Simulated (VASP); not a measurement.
Runs of VASP 6.6.1 on TiOs3. The structure is that of space group Pm-3m (No. 221), or close to it. The cells are those of the table. 

```csv
task,cell,cutoff (eV),gap on the mesh (eV),pressure (GPa)
relaxation of cell and atoms,"relaxed from a = 3.888 Å, 4 atoms",600,none,0.0
relaxation of cell and atoms,"relaxed to 5 GPa from a = 3.888 Å, 4 atoms",600,none,4.9
relaxation of cell and atoms,"relaxed to 10 GPa from a = 3.888 Å, 4 atoms",600,none,10.1
single point,"a = 3.792 Å, 4 atoms",520,none,21.5
single point,"a = 3.825 Å, 4 atoms",520,none,11.2
single point,"a = 3.842 Å, 4 atoms",520,none,(a)
relaxation of cell and atoms,"relaxed to 20 GPa from a = 3.888 Å, 4 atoms",600,none,20.0
single point,"a = 3.861 Å, 4 atoms",520,none,0.9
```

Alike in all rows: level r2SCAN; potentials or basis VASP PAW PBE potentials, release 64 (Ti_sv, Os); no spin polarisation; k mesh 7 × 7 × 7; smearing fermi-dirac 0.1 eV.

Fill in the values left out.

(a) 6.0.

Caveats: the PAW data sets were made with another functional, which shifts forces and pressure a little; spin-orbit coupling is left out, which moves the levels of the heavy elements; the cell is relaxed towards a set pressure, so the run minimises the enthalpy, not the energy (at least some runs); the cell stands under pressure (at least some runs).

A k mesh can miss the band edges, and the runs leave out spin-orbit coupling on Os.

A gap of «none» marks levels without a gap at the run's occupations.
